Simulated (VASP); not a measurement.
Cr:

```
CELL_PARAMETERS angstrom
0.00000 1.80000 1.80000
1.80000 0.00000 1.80000
1.80000 1.80000 0.00000
ATOMIC_POSITIONS crystal
Cr 0.00000 0.00000 0.00000
```

```yaml
Program: VASP 6.6.1
Task: relaxation of cell and atoms
Functional: PBE
Potentials_or_basis: VASP PAW PBE potentials, release 64 (Cr_pv)
Cutoff: 600 eV
k_mesh: 20 × 20 × 20
Occupations: gaussian, width 0.1 eV
Spin: no spin polarisation
```

At the start: pressure 4.0 GPa; volume 11.66 Å³/atom.

Question: Where does the relaxation end?

Answer: Over 3 steps the energy falls by 2.3 meV/atom and the volume is 11.86 Å³/atom (+1.6 %); space group Fm-3m (No. 225, to 0.05 Å).

The path:
```csv
step,energy change (eV),largest force (eV/Å),pressure (GPa),volume (Å³)
1,0.0000,0.0000,3.99,11.66
2,0.0034,0.0000,-5.77,12.16
3,-0.0023,0.0000,-0.02,11.86
```

Final structure:
```
Cr
1.0
     0.00000    1.80977    1.80977
     1.80977    0.00000    1.80977
     1.80977    1.80977    0.00000
Cr
1
Cartesian
  0.0000 0.0000 0.0000
```

Caveat: the run has no spin polarisation, though such a crystal can be magnetic.
